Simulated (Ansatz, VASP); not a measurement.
**One calculation of Ba2CaVC6N6, two programs**

```
Ba Ca V C N
1.0
     0.00000    5.28350    5.28350
     5.28350    0.00000    5.28350
     5.28350    5.28350    0.00000
Ba Ca V C N
2 1 1 6 6
Direct
  0.25000 0.25000 0.25000
  0.75000 0.75000 0.75000
  0.00000 0.00000 0.00000
  0.50000 0.50000 0.50000
  0.80070 0.19930 0.19930
  0.19930 0.80070 0.19930
  0.19930 0.19930 0.80070
  0.19930 0.80070 0.80070
  0.80070 0.19930 0.80070
  0.80070 0.80070 0.19930
  0.68998 0.31002 0.31002
  0.31002 0.68998 0.31002
  0.31002 0.31002 0.68998
  0.31002 0.68998 0.68998
  0.68998 0.31002 0.68998
  0.68998 0.68998 0.31002
```

Alike in both runs: task single point; functional PBE; k mesh 4 × 4 × 4; occupations gaussian, width 0.1 eV; collinear spin.

|  | VASP | Ansatz |
| --- | --- | --- |
| version | VASP 6.6.1 | Ansatz 0.2.0 |
| potentials or method | VASP PAW PBE potentials, release 64 (Ba_sv, Ca_sv, V_sv, C, N), cutoff 520 eV | scalar-relativistic, plane waves, PAW |
| valence electrons in the cell | 97 | 97 |

Ansatz gave:

- gap on the k mesh at the Fermi level (eV): none
- pressure (GPa): 10.2
- rms of the force components (eV/Å): 1.201
- net moment per atom (μB): 0.06
- size of the moment on the site where the two differ most (μB): 0.89

**Question.** Which values does VASP return?

**Answer.** gap on the k mesh at the Fermi level (eV): none; pressure (GPa): 10.8; rms of the force components (eV/Å): 1.287; net moment per atom (μB): 0.06; size of the moment on the site where the two differ most (μB): 1.12.

Site moments also hang on the region over which each program counts them. Atom by atom the forces differ by 0.179 eV/Å (rms over components). A gap of «none» marks a metal or a gap that the smearing closes.

Neither program's run includes spin-orbit coupling. Noted on VASP's run: the standard files for N, O and F lose accuracy on very short bonds.
